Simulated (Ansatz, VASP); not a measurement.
## BaLi2S2 in VASP and in Ansatz

INCAR

```
  ALGO = Normal
  EDIFF = 1E-6
  ENCUT = 520
  GGA = PE
  ISIF = 2
  ISMEAR = 0
  LASPH = T
  LCHARG = F
  LREAL = F
  LWAVE = F
  NBANDS = 22
  NELM = 100
  PREC = Accurate
  SIGMA = 0.1
```

Contents of KPOINTS:

```
k-points
0
Gamma
  6 6 4
```

POSCAR

```
BaLi2S2
1.0
    4.1372227400      0.0000000000      0.0000000000
   -2.0686113700      3.5829400000      0.0000000000
    0.0000000000      0.0000000000      6.7036112700
Ba Li S
1 2 2
Direct
    0.0000000000      0.0000000000      0.0000000000
    0.6666666700      0.3333333300      0.7478264600
    0.3333333300      0.6666666700      0.2521735400
    0.6666666700      0.3333333300      0.3611118800
    0.3333333300      0.6666666700      0.6388881200
```

Input for Ansatz:

```yaml
crystal:
  lattice:
    - [4.13722274, 0.0, 0.0]
    - [-2.06861137, 3.58294, 0.0]
    - [0.0, 0.0, 6.70361127]
  atoms:
    - { symbol: Ba, position: [0.0, 0.0, 0.0] }
    - { symbol: Li, position: [0.66666667, 0.33333333, 0.74782646] }
    - { symbol: Li, position: [0.33333333, 0.66666667, 0.25217354] }
    - { symbol: S, position: [0.66666667, 0.33333333, 0.36111188] }
    - { symbol: S, position: [0.33333333, 0.66666667, 0.63888812] }
basis:
  ecutwfc: 420
kpoints:
  mp_grid: { grid: [6, 6, 4] }
hamiltonian:
  xc: pbe
scf:
  occupations: { method: gaussian, width: 0.1 }
  lower_state_search: "off"
output:
  forces: true
  stress: true
  eigenvalues: true
```

Change from the starting cell: species swapped into the ZrCu2P2 type (P-3m1, No. 164).

Alike in both runs: task single point; functional PBE; k mesh 6 × 6 × 4; occupations gaussian, width 0.1 eV; no spin polarisation.

|  | VASP | Ansatz |
| --- | --- | --- |
| version | VASP 6.6.1 | Ansatz 0.2.0 |
| potentials or method | VASP PAW PBE potentials, release 64 (Ba_sv, Li_sv, S), cutoff 520 eV | scalar-relativistic, plane waves, PAW |
| valence electrons in the cell | 28 | 28 |

VASP gave:

* gap on the k mesh at the Fermi level (eV): 0.25
* least direct gap on the mesh (eV): 0.36
* rms of the force components (eV/Å): 1.662

What did Ansatz give for the same quantities?

gap on the k mesh at the Fermi level (eV): 0.31; least direct gap on the mesh (eV): 0.41; rms of the force components (eV/Å): 1.679.

Atom by atom the forces differ by 0.023 eV/Å (rms over components). With one functional, cell and mesh, what is left measures potentials, basis and numerics.

Spin-orbit coupling is off throughout. Noted on VASP's run: the cutoff is short for stress, so the pressure is rough.
